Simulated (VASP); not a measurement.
A run of VASP 6.6.1 is set up as follows.

Contents of POSCAR:

```
CdF2
1.0
    3.1900000000      0.0000000000      0.0000000000
   -1.5950000000      2.7626210381      0.0000000000
    0.0000000000      0.0000000000      5.1040000000
Cd F
1 2
Direct
    0.0000000000      0.0000000000      0.0000000000
    0.3333333333      0.6666666667      0.2500000000
    0.6666666667      0.3333333333      0.7500000000
```

The input INCAR.step1:

```
SYSTEM = CdF2
ALGO     = Normal         ! electronic algorithm
EDIFF    = 1E-4           ! SCF threshold, eV
ENCUT    = 600            ! plane-wave cutoff, eV
GGA      = PE             ! functional
ISMEAR   = 0              ! smearing method
LASPH    = .True.         ! aspherical terms in the spheres
LCHARG   = .False.        ! write CHGCAR
LREAL    = .False.        ! projectors in reciprocal space
LWAVE    = .True.         ! write WAVECAR
NELM     = 60             ! most SCF steps
PREC     = Accurate       ! precision mode
SIGMA    = 0.01           ! smearing width, eV
```

File INCAR.step2:

```
SYSTEM = CdF2
ALGO     = Normal         ! electronic algorithm
EDIFF    = 1E-6           ! SCF threshold, eV
EDIFFG   = -0.02          ! ionic threshold
ENCUT    = 600            ! plane-wave cutoff, eV
IBRION   = 2              ! ionic algorithm
ISIF     = 3              ! what is computed and relaxed
ISMEAR   = 0              ! smearing method
ISTART   = 1            
LASPH    = .True.         ! aspherical terms in the spheres
LCHARG   = .False.        ! write CHGCAR
LMIXTAU  = .True.       
LREAL    = .False.        ! projectors in reciprocal space
LWAVE    = .False.        ! write WAVECAR
METAGGA  = R2SCAN         ! meta-GGA
NELM     = 60             ! most SCF steps
NSW      = 80             ! ionic steps
PREC     = Accurate       ! precision mode
PSTRESS  = 50.0         
SIGMA    = 0.01           ! smearing width, eV
```

The input KPOINTS:

```
k-points
0
Gamma
  5 5 3
  0 0 0
```

Potentials or basis: VASP PAW PBE potentials, release 64 (Cd, F).

Launch:

```console
$ cat potpaw_PBE.64/Cd/POTCAR potpaw_PBE.64/F/POTCAR > POTCAR
$ cp INCAR.step1 INCAR
$ mpirun -np 1 vasp_std > vasp.out
$ cp INCAR.step2 INCAR
$ mpirun -np 1 vasp_std > vasp.out
```

Problem. What does it give for the relaxed cell?

Solution. a = 3.507 Å, b = 3.507 Å, c = 3.622 Å, α = 90.00°, β = 90.00°, γ = 120.00°.

Problem. What does it give for the band gap on the k mesh?

Solution. 3.41 eV, indirect (least direct gap 3.84 eV).

Problem. Estimate the relaxed volume.

Solution. 12.86 Å³/atom.

Final structure:
```cif
data_structure
_symmetry_space_group_name_H-M 'P 1'
_symmetry_Int_Tables_number 1
_cell_length_a 3.5069
_cell_length_b 3.5069
_cell_length_c 3.6224
_cell_angle_alpha 90.000
_cell_angle_beta 90.000
_cell_angle_gamma 120.000
_cell_volume 38.58
loop_
_atom_site_label
_atom_site_type_symbol
_atom_site_fract_x
_atom_site_fract_y
_atom_site_fract_z
_atom_site_occupancy
Cd1 Cd 0.00000 0.00000 0.00000 1
F1 F 0.33333 0.66667 0.26272 1
F2 F 0.66667 0.33333 0.73728 1
```

Caveat: the k points lie up to 0.58 Å⁻¹ apart in the final cell; the cell is relaxed towards a set pressure, so the enthalpy falls and the energy may rise; the PAW data sets were made with another functional, which shifts forces and pressure a little. r2SCAN opens gaps a little over a GGA but as a rule still falls short of measured ones.
